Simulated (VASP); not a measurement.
A run of VASP 6.6.1:

The input INCAR:

```
PREC = Accurate ; ENCUT = 910
EDIFF = 1E-6 ; ISMEAR = -1
SIGMA = 0.05 ; LREAL = False
LASPH = True ; NELM = 120
ALGO = Normal ; ISIF = 2
LWAVE = False ; LCHARG = True
GGA = PS ; LELF = True
LVHAR = True ; NBANDS = 28
GGA_COMPAT = False
```

File KPOINTS:

```
regular mesh
0
Gamma
  7 7 7
```

The input POSCAR:

```
BaTiO3
1.0
    3.9555620803      0.0000000000      0.0000000000
    0.0000000000      3.9555620803      0.0000000000
    0.0000000000      0.0000000000      3.9555620803
Ba Ti O
1 1 3
Direct
    0.5000000000      0.5000000000      0.5000000000
    0.0000000000      0.0000000000      0.0000000000
    0.0000000000      0.0000000000      0.5000000000
    0.0000000000      0.5000000000      0.0000000000
    0.5000000000      0.0000000000      0.0000000000
```

Potentials or basis: VASP PAW PBE potentials, release 64 (Ba_sv, Ti_sv, O_h).

Command:

```sh
$ cat potpaw_PBE.64/Ba_sv/POTCAR potpaw_PBE.64/Ti_sv/POTCAR potpaw_PBE.64/O_h/POTCAR > POTCAR
$ mpirun -np 1 vasp_std > vasp.out
```

Hardware: 1 thread of Intel(R) Xeon(R) 6975P-C (Granite Rapids), on a shared host.

Task: Estimate the wall time of this run.

Result: It took 35 s on 1 thread of Intel(R) Xeon(R) 6975P-C (Granite Rapids), on a shared host, peak memory 0.29 GiB. Counts: scf iterations 15, k points 20.
